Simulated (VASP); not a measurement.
# AgCl (I4/mmm) in VASP: notebook

The runs below take AgCl through single point, with PBE, r2SCAN.

All numbers are computed with VASP 6.6.1; they aren't measurements. Logs are shortened: lines on timing, memory, paths and dates and some standing lists are left out, and cuts for length are marked.

### 1 The cell of the first run

The structure is tetragonal, space group I4/mmm (No. 139). The conventional cell has a = 4.000 Å, b = 4.000 Å, c = 5.423 Å, α = 90.00°, β = 90.00°, γ = 90.00°. Ag (site symmetry 4/mmm) has 6 Cl at 2.71 to 2.83 Å within 3.6 Å. Cl (site symmetry 4/mmm) has 6 Ag at 2.71 to 2.83 Å within 3.6 Å.

### 2 Single point, PBE (epitaxial xy strain +2.0%)

Contents of INCAR:

```
SYSTEM = AgCl
PREC     = Accurate       ! precision mode
ENCUT    = 520            ! plane-wave cutoff, eV
EDIFF    = 1E-7           ! SCF threshold, eV
ISMEAR   = -1             ! smearing method
SIGMA    = 0.02           ! smearing width, eV
LREAL    = .False.        ! projectors in reciprocal space
LASPH    = .True.         ! aspherical terms in the spheres
NELM     = 80             ! most SCF steps
ALGO     = Normal         ! electronic algorithm
ISIF     = 2              ! what is computed and relaxed
LWAVE    = .False.        ! write WAVECAR
LCHARG   = .True.         ! write CHGCAR
GGA      = PE             ! functional
LELF     = .True.         ! ELF
LVHAR    = .True.       
NBANDS   = 16             ! bands
```

Contents of KPOINTS:

```
regular mesh
0
Gamma
  8 8 8
  0 0 0
```

Contents of POSCAR:

```
AgCl
1.0
    0.0000000000      2.8286474904      2.7116538443
    2.8286474904      0.0000000000      2.7116538443
    2.8286474904      2.8286474904      0.0000000000
Ag Cl
1 1
Direct
    0.0000000000      0.0000000000      0.0000000000
    0.5000000000      0.5000000000      0.5000000000
```

Potentials or basis: VASP PAW PBE potentials, release 64 (Ag, Cl).

Started as:

```bash
cat potpaw_PBE.64/Ag/POTCAR potpaw_PBE.64/Cl/POTCAR > POTCAR
mpirun -np 1 vasp_std > vasp.out
```

OUTCAR:

```text
SYSTEM = AgCl
   PREC = Accurate
   ENCUT = 520
   EDIFF = 1E-7
   ISMEAR = -1
   LREAL = .False.
   LASPH = .True.
   NELM = 80
   ISIF = 2
   GGA = PE

 ion  position               nearest neighbor table
   1  0.000  0.000  0.000-   2 2.71   2 2.71   2 2.83   2 2.83   2 2.83   2 2.83
   2  0.500  0.500  0.500-   1 2.71   1 2.71   1 2.83   1 2.83   1 2.83   1 2.83

  LATTYP: Found a body centered tetragonal cell.
 ALAT       =     4.0003116441
 C/A-ratio  =     1.3557212965

  Lattice vectors:

 A1 = (   0.0000000000,  -2.8286474904,  -2.7116538443)
 A2 = (   0.0000000000,   2.8286474904,  -2.7116538443)
 A3 = (   2.8286474904,   0.0000000000,   2.7116538443)

Analysis of symmetry for initial positions (statically):
=====================================================================
 Subroutine PRICEL returns:
 Original cell was already a primitive cell.

 Routine SETGRP: Setting up the symmetry group for a
 body centered tetragonal supercell.

 Subroutine GETGRP returns: Found 16 space group operations
 (whereof 16 operations were pure point group operations)
 out of a pool of 16 trial point group operations.

The static configuration has the point symmetry D_4h.

Analysis of symmetry for dynamics (positions and initial velocities):
=====================================================================
 Subroutine PRICEL returns:
 Original cell was already a primitive cell.

 Routine SETGRP: Setting up the symmetry group for a
 body centered tetragonal supercell.

 Subroutine GETGRP returns: Found 16 space group operations
 (whereof 16 operations were pure point group operations)
 out of a pool of 16 trial point group operations.

The dynamic configuration has the point symmetry D_4h.

 Subroutine INISYM returns: Found 16 space group operations
 (whereof 16 operations are pure point group operations),
 and found     1 'primitive' translations

----------------------------------------------------------------------------------------

                                     Primitive cell

  volume of cell :      43.3932

  direct lattice vectors                    reciprocal lattice vectors
     0.000000000  2.828647490  2.711653844    -0.176762924  0.176762924  0.184389317
     2.828647490  0.000000000  2.711653844     0.176762924 -0.176762924  0.184389317
     2.828647490  2.828647490  0.000000000     0.176762924  0.176762924 -0.184389317

  length of vectors
     3.918458013  3.918458013  4.000311644     0.310627884  0.310627884  0.310627884

  position of ions in fractional coordinates (direct lattice)
     0.000000000  0.000000000  0.000000000
     0.500000000  0.500000000  0.500000000

  ion indices of the primitive-cell ions
   primitive index   ion index
                 1           1
                 2           2

----------------------------------------------------------------------------------------

 KPOINTS: regular mesh

Automatic generation of k-mesh.
 Grid dimensions read from file:
 generate k-points for:    8    8    8

 Generating k-lattice:

  Cartesian coordinates                     Fractional coordinates (reciprocal lattice)
    -0.022095365  0.022095365  0.023048665     0.125000000  0.000000000  0.000000000
     0.022095365 -0.022095365  0.023048665     0.000000000  0.125000000  0.000000000
     0.022095365  0.022095365 -0.023048665     0.000000000  0.000000000  0.125000000

  Length of vectors
     0.038828486  0.038828486  0.038828486

  Shift w.r.t. Gamma in fractional coordinates (k-lattice)
     0.000000000  0.000000000  0.000000000

 Subroutine IBZKPT returns following result:
 ===========================================

 Found     59 irreducible k-points:

 Following reciprocal coordinates:
            Coordinates               Weight
  0.000000  0.000000  0.000000      1.000000
  0.125000  0.000000  0.000000      8.000000
  0.250000  0.000000  0.000000      8.000000
  0.375000  0.000000  0.000000      8.000000
  0.500000  0.000000  0.000000      4.000000
  0.125000  0.125000  0.000000      2.000000
[... 16 lines left out ...]
  0.250000 -0.000000  0.125000     16.000000
  0.375000  0.000000  0.125000     16.000000
 [... further k-points ...]
   k-points           NKPTS =     59   k-points in BZ     NKDIM =     59   number of bands    NBANDS=     16
   number of dos      NEDOS =    301   number of ions     NIONS =      2
   total plane-waves  NPLWV =  27000
   dimension x,y,z NGX =    30 NGY =   30 NGZ =   30
   dimension x,y,z NGXF=    60 NGYF=   60 NGZF=   60
   ions per type =               1   1
   NGX,Y,Z   is equivalent  to a cutoff of  12.73, 12.73, 12.47 a.u.
   NGXF,Y,Z  is equivalent  to a cutoff of  25.46, 25.46, 24.93 a.u.
 SYSTEM =  AgCl
   PREC   = accura    normal or accurate (medium, high low for compatibility)
   ISTART =      0    job   : 0-new  1-cont  2-samecut
   ICHARG =      2    charge: 1-file 2-atom 10-const
   ISPIN  =      1    spin polarized calculation?
   LNONCOLLINEAR =      F non collinear calculations
   LSORBIT =      F    spin-orbit coupling
   LASPH  =      T    aspherical Exc in radial PAW
   ENCUT  =  520.0 eV  38.22 Ry    6.18 a.u.   7.29  7.29  7.44*2*pi/ulx,y,z
   NELM   =     80;   NELMIN=  2; NELMDL= -5     # of ELM steps
   EDIFF  = 0.1E-06   stopping-criterion for ELM
   LREAL  =      F    real-space projection
   EDIFFG = 0.1E-05   stopping-criterion for IOM
   NSW    =      0    number of steps for IOM
   IBRION =     -1    ionic relax: 0-MD 1-quasi-New 2-CG
   NFREE  =      0    steps in history (QN), initial steepest desc. (CG)
   ISIF   =      2    stress and relaxation
   ISYM   =      2    0-nonsym 1-usesym 2-fastsym
   POTIM  = 0.5000    time-step for ionic-motion
   TEBEG  =    0.0;   TEEND  =   0.0 temperature during run
   PSTRESS=    0.0 pullay stress
   NELECT =      18.0000    total number of electrons
   NUPDOWN=      -1.0000    fix difference up-down
   EMIN   =  10.00;   EMAX   =-10.00  energy-range for DOS
   EFERMI =   0.00;   METHOD = LEGACY
   ISMEAR =    -1;   SIGMA  =   0.02  broadening in eV -4-tet -1-fermi 0-gaus
   EFERMI_NEDOS =   21; number of points for ismear=-14 and -15
   IALGO  =     38    algorithm
   IMIX   =      4    mixing-type and parameters
     AMIX     =   0.40;   BMIX     =  1.00
     AMIX_MAG =   1.60;   BMIX_MAG =  1.00
  volume/ion in A,a.u.               =      21.70       146.42
  Fermi-wavevector in a.u.,A,eV,Ry     =   1.220933  2.307228 20.281885  1.490676
  Thomas-Fermi vector in A             =   2.356133
   LORBIT       =      0    0 simple, 1 ext, 2 COOP (PROOUT), +10 PAW based schemes
   GGA     = PE    functional components
   LHFCALC =     F    Hartree Fock is set to
   AEXX    =    0.0000 exact exchange contribution
   IVDW    =     0    specifies the selected vdW correction
   LEPSILON=     F    determine dielectric tensor
   LRPA    =     F    only Hartree local field effects (RPA)
 non-spin polarized calculation
  energy-cutoff  :      520.00
  volume of cell :       43.39
 maximum number of plane-waves:      1194
 NGX is ok and might be reduce to    30
   NGX = 15   NGY = 15   NGZ = 15

 number of electron      17.9999998 magnetization

 Free energy of the ion-electron system (eV)
  ---------------------------------------------------
  ext. energy  EPLUGINS =         0.00000000
  ---------------------------------------------------
  free energy    TOTEN  =        -5.39644957 eV

  energy without entropy =       -5.39644957  energy(sigma->0) =       -5.39644957

 E-fermi :   4.1389     XC(G=0):  -9.8726

 val. band max:        3.7258310201   @ k =   0.5000   0.0000   0.0000
 cond. band min:       4.5286894458   @ k =   0.0000   0.0000   0.0000
 fundamental gap:      0.8028584257
 Fermi energy:         4.1388991287

 k-point     1 :       0.0000    0.0000    0.0000
  band No.  band energies     occupation
      1     -11.4413      2.00000
      2       1.1913      2.00000
      3       1.1913      2.00000
      4       1.2441      2.00000
      5       1.2549      2.00000
      6       1.2687      2.00000
[... 8 lines left out ...]
     15      16.5007      0.00000
     16      16.5007      0.00000

 k-point     2 :       0.1250    0.0000    0.0000
  band No.  band energies     occupation
      1     -11.3839      2.00000
      2       0.4714      2.00000
      3       0.5967      2.00000
      4       0.6323      2.00000
      5       1.2554      2.00000
      6       1.2993      2.00000
[... 8 lines left out ...]
     15      15.6598      0.00000
     16      16.4419      0.00000

 k-point     3 :       0.2500    0.0000    0.0000
  band No.  band energies     occupation
      1     -11.2397      2.00000
      2      -0.4931      2.00000
      3      -0.0178      2.00000
      4       0.0848      2.00000
      5       1.3886      2.00000
      6       1.4077      2.00000
[... 8 lines left out ...]
     15      15.8937      0.00000
     16      16.2850      0.00000

 k-point     4 :       0.3750    0.0000    0.0000
  band No.  band energies     occupation
      1     -11.0867      2.00000
      2      -1.2467      2.00000
      3      -0.3868      2.00000
      4      -0.2662      2.00000
      5       1.5191      2.00000
      6       1.5283      2.00000
[... 8 lines left out ...]
     15      16.7670      0.00000
     16      16.8379      0.00000

 k-point     5 :       0.5000    0.0000    0.0000
  band No.  band energies     occupation
      1     -11.0204      2.00000
      2      -1.5239      2.00000
      3      -0.5124      2.00000
      4      -0.3868      2.00000
      5       1.5660      2.00000
      6       1.5882      2.00000
[... 8 lines left out ...]
     15      17.1716      0.00000
     16      17.4850      0.00000

 k-point     6 :       0.1250    0.1250    0.0000
  band No.  band energies     occupation
      1     -11.3575      2.00000
      2      -0.1002      2.00000
      3       0.8129      2.00000
      4       0.8129      2.00000
      5       1.2373      2.00000
      6       1.2998      2.00000
[... 8 lines left out ...]
     15      17.1911      0.00000
     16      17.8273      0.00000
[... 267 lines left out ...]
 k-point    21 :       0.5000    0.5000    0.0000
  band No.  band energies     occupation
      1     -10.9787      2.00000
      2      -0.6308      2.00000
      3       0.5909      2.00000
      4       0.5909      2.00000
      5       0.9443      2.00000
      6       1.4836      2.00000
[... 8 lines left out ...]
     15      18.7544      0.00000
     16      18.7544      0.00000

 k-point    22 :       0.1250    0.0000    0.1250
  band No.  band energies     occupation
      1     -11.3717      2.00000
      2       0.1348      2.00000
      3       0.8292      2.00000
      4       0.9669      2.00000
      5       1.1478      2.00000
      6       1.2830      2.00000
[... 8 lines left out ...]
     15      17.5816      0.00000
     16      17.5848      0.00000

 k-point    23 :       0.2500   -0.0000    0.1250
  band No.  band energies     occupation
      1     -11.2646      2.00000
      2      -0.4104      2.00000
      3       0.2804      2.00000
      4       0.4462      2.00000
      5       1.2325      2.00000
      6       1.4163      2.00000
[... 8 lines left out ...]
     15      16.9877      0.00000
     16      17.6392      0.00000

 k-point    24 :       0.3750    0.0000    0.1250
  band No.  band energies     occupation
      1     -11.1190      2.00000
      2      -0.9548      2.00000
      3      -0.2683      2.00000
      4      -0.0625      2.00000
      5       1.3826      2.00000
      6       1.5420      2.00000
[... 8 lines left out ...]
     15      17.2516      0.00000
     16      17.5698      0.00000

 [... further k-points ...]

------------------------ aborting loop because EDIFF is reached ----------------------------------------

  FORCE on cell =-STRESS in cart. coord.  units (eV):
  Direction    XX          YY          ZZ          XY          YZ          ZX
  --------------------------------------------------------------------------------------
  -------------------------------------------------------------------------------------
  Total        0.1399252      0.1399252      0.3711945      0.0000000      0.0000000      0.0000000
  in kB        5.1663611      5.1663611     13.7053529      0.0000000      0.0000000      0.0000000
  external PRESSURE =       8.0126917 kB  Pullay stress =       0.0000000 kB

 VOLUME and BASIS-vectors are now :
 -----------------------------------------------------------------------------
  energy-cutoff  :      520.00
  volume of cell :       43.39
      direct lattice vectors                 reciprocal lattice vectors
     0.000000000  2.828647490  2.711653844    -0.176762924  0.176762924  0.184389317
     2.828647490  0.000000000  2.711653844     0.176762924 -0.176762924  0.184389317
     2.828647490  2.828647490  0.000000000     0.176762924  0.176762924 -0.184389317

 POSITION                                       TOTAL-FORCE (eV/Angst)
 -----------------------------------------------------------------------------------
      0.00000      0.00000      0.00000         0.000000      0.000000      0.000000
      2.82865      2.82865      2.71165        -0.000000     -0.000000     -0.000000
 -----------------------------------------------------------------------------------
    total drift:                               -0.000000      0.000000      0.000000

  FREE ENERGIE OF THE ION-ELECTRON SYSTEM (eV)
  ---------------------------------------------------
  free  energy   TOTEN  =        -5.3964495727 eV

  energy  without entropy=       -5.3964495726  energy(sigma->0) =       -5.39644957
```

It took 45 s on 1 thread of Intel Xeon Platinum 8488C (Sapphire Rapids), shared host; peak memory 0.19 GiB.

Results:

```
Free energy            : -5.3964 eV
Pressure               : 0.8 GPa
Band gap on the k mesh : 0.80 eV (least direct gap 3.14 eV)
```

Levels at points of the mesh, in eV from the valence-band top:
```csv
k point,band 6,band 7,band 8,band 9,band 10,band 11,band 12,band 13
"(0.00, 0.00, 0.00)",-2.46,-2.44,-2.33,-2.33,0.80,10.71,10.71,10.83
"(0.50, 0.00, 0.00)",-2.14,-1.84,-0.25,0.00,4.16,6.34,7.38,7.81
"(0.50, 0.50, 0.00)",-2.24,-2.04,-2.04,-1.95,2.28,7.76,8.73,11.09
"(0.50, 0.00, 0.50)",-2.30,-2.05,-2.02,-1.96,2.31,8.02,8.31,11.09
```

Caveat: the cell differs from its parent crystal (epitaxial xy strain +2.0%). A k mesh can miss the band edges.

(Part 1 of 2 ends here.)
